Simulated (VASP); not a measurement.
Input of a VASP 6.6.1 run:

The input INCAR:

```
PREC = Accurate
ENCUT = 520
EDIFF = 1E-8
ISMEAR = -1
SIGMA = 0.01
LREAL = F
LASPH = T
NELM = 60
ALGO = Normal
ISIF = 2
LWAVE = F
LCHARG = F
GGA = PE
LEFG = T
NBANDS = 17
```

Contents of KPOINTS:

```
regular mesh
0
Gamma
  8 8 8
```

The input POSCAR:

```
PbS
1.0
    0.0000000000      2.9846363338      2.9846363338
    2.9846363338      0.0000000000      2.9846363338
    2.9846363338      2.9846363338      0.0000000000
Pb S
1 1
Direct
    0.0000000000      0.0000000000      0.0000000000
    0.5000000000      0.5000000000      0.5000000000
```

Potentials or basis: VASP PAW PBE potentials, release 64 (Pb_d, S).

The run is started by

```bash
$ cat potpaw_PBE.64/Pb_d/POTCAR potpaw_PBE.64/S/POTCAR > POTCAR
$ mpirun -np 1 vasp_std > vasp.out
```

Problem. Estimate the band gap on the k mesh.

Solution. 0.43 eV, direct.

Problem. What does it give for the pressure?

Solution. 1.0 GPa.

Caveat: without QUAD_EFG the Cq values of the log hold for a quadrupole moment of 1 mb, not for the nuclei; spin-orbit coupling is left out, which moves the levels of the heavy elements. A k mesh can miss the band edges.
